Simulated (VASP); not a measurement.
Input of a VASP 6.6.1 run:

Contents of INCAR:

```
PREC = Accurate ; ENCUT = 520
EDIFF = 1E-6 ; ISMEAR = -1
SIGMA = 0.05 ; LREAL = F
LASPH = T ; NELM = 80
ALGO = Normal ; ISIF = 2
LWAVE = F ; LCHARG = F
GGA = B5 ; ALDAX = 1.0
AGGAX = 1.0 ; AGGAC = 1.0
ALDAC = 0.0 ; IVDW = 12
VDW_S6 = 1.0 ; VDW_S8 = 2.6996
VDW_A1 = 0.4298 ; VDW_A2 = 4.2359
NBANDS = 16
```

Contents of KPOINTS:

```
Automatic mesh
0
Gamma
  9 9 9
```

POSCAR

```
AlRu
1.0
    2.9629792511      0.0000000000      0.0000000000
    0.0000000000      2.9629792511      0.0000000000
    0.0000000000      0.0000000000      2.9629792511
Ru Al
1 1
Direct
    0.5000000000      0.5000000000      0.5000000000
    0.0000000000      0.0000000000      0.0000000000
```

Potentials or basis: VASP PAW PBE potentials, release 64 (Ru_pv, Al).

Command:

```bash
$ cat potpaw_PBE.64/Ru_pv/POTCAR potpaw_PBE.64/Al/POTCAR > POTCAR
$ mpirun -np 1 vasp_std > vasp.out
```

Q: Predict the pressure.

A: 0.6 GPa.

Q: Estimate the dispersion energy per atom.

A: -1.229 eV.

Caveat: the PAW data sets were made with another functional, which shifts forces and pressure a little; pairwise dispersion overbinds metals, which lowers pressure and volume.
